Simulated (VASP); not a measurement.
## Ta: single point with PBE0+D3(BJ)

The system is Ta.

```
CELL_PARAMETERS angstrom
-1.65128 1.65128 1.65128
1.65128 -1.65128 1.65128
1.65128 1.65128 -1.65128
ATOMIC_POSITIONS crystal
Ta 0.00000 0.00000 0.00000
```

```
Program             : VASP 6.6.1
Task                : single point
Functional          : PBE0
Dispersion          : D3(BJ)
Potentials or basis : VASP PAW PBE potentials, release 64 (Ta_pv)
Cutoff              : 520 eV
k mesh              : 6 × 6 × 6
Occupations         : methfessel-paxton, width 0.2 eV
Spin                : no spin polarisation
```

| Item | Value |
| --- | --- |
| Pressure | -3.7 GPa |
| Dispersion energy per atom | -0.778 eV |

Levels at points of the mesh, in eV from the Fermi level:
| k point | band 1 | band 2 | band 3 | band 4 | band 5 | band 6 | band 7 | band 8 | band 9 | band 10 |
| --- | --- | --- | --- | --- | --- | --- | --- | --- | --- | --- |
| (0.00, 0.00, 0.00) | -35.65 | -35.65 | -35.65 | -9.23 | 1.83 | 1.83 | 1.83 | 5.48 | 5.48 | 16.64 |
| (0.50, 0.00, 0.00) | -36.98 | -36.06 | -35.66 | -5.20 | -1.92 | 1.85 | 5.32 | 6.37 | 9.35 | 13.40 |
| (0.50, 0.50, 0.50) | -36.54 | -36.54 | -36.54 | -4.56 | -4.56 | 8.35 | 8.35 | 8.35 | 10.02 | 10.02 |

It took 7.3 min on 1 thread of Intel(R) Xeon(R) Platinum 8175M CPU @ 2.50GHz (Skylake/Cascade Lake), on a shared host, peak memory 0.15 GiB.

Caveat: the k points lie up to 0.45 Å⁻¹ apart; the PAW data sets were made with another functional, which shifts forces and pressure a little; spin-orbit coupling is left out, which moves the levels of the heavy elements; pairwise dispersion overbinds metals, which lowers pressure and volume.
